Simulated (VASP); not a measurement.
Write the native input for VASP 6.6.1 that does the following.

| Quantity | Value |
| --- | --- |
| Task | single point |
| Functional | PBE |
| Potentials or basis | VASP PAW PBE potentials, release 64 (Pb_d) |
| Cutoff | 500 eV |
| k mesh | 9 × 9 × 9 |
| Occupations | methfessel-paxton, width 0.15 eV |
| Spin | no spin polarisation |
| Dipole correction | no |
| Further INCAR settings | ALGO = Normal; EDIFF = 1e-06; NBANDS = 13 |

The structure of Pb lies in POSCAR:

```
Pb
1.0
    3.5002070000      0.0000000000      0.0000000000
    1.7501035000      3.0312681805      0.0000000000
    1.7501035000      1.0104227268      2.8579070480
Pb
1
Direct
    0.0000000000      0.0000000000      0.0000000000
```

The input as run:

INCAR

```
ALGO     = Normal         # electronic algorithm
EDIFF    = 1E-6           # SCF threshold, eV
ENCUT    = 500            # plane-wave cutoff, eV
GGA      = PE             # functional
GGA_COMPAT= False        
ISIF     = 2              # what is computed and relaxed
ISMEAR   = 1              # smearing method
LASPH    = True           # aspherical terms in the spheres
LCHARG   = False          # write CHGCAR
LREAL    = False          # projectors in reciprocal space
LWAVE    = False          # write WAVECAR
NBANDS   = 13             # bands
NELM     = 120            # most SCF steps
PREC     = Accurate       # precision mode
SIGMA    = 0.15           # smearing width, eV
```

KPOINTS

```
k-points
0
Gamma
  9 9 9
```

Potentials or basis: VASP PAW PBE potentials, release 64 (Pb_d).

Command:

```sh
$ cat potpaw_PBE.64/Pb_d/POTCAR > POTCAR
$ mpirun -np 1 vasp_std > vasp.out
```

Results of the run:

```yaml
Pressure: 2.2 GPa
Band_gap_on_the_k_mesh: zero (band 7 reaches 14.70 eV, above the bottom of band 8 at 5.74 eV)
```

Caveat: spin-orbit coupling is left out, which moves the levels of the heavy elements.

Run time: 10 s on 1 thread of Intel Xeon 6455B, with other jobs on the host, peak memory 0.16 GiB.
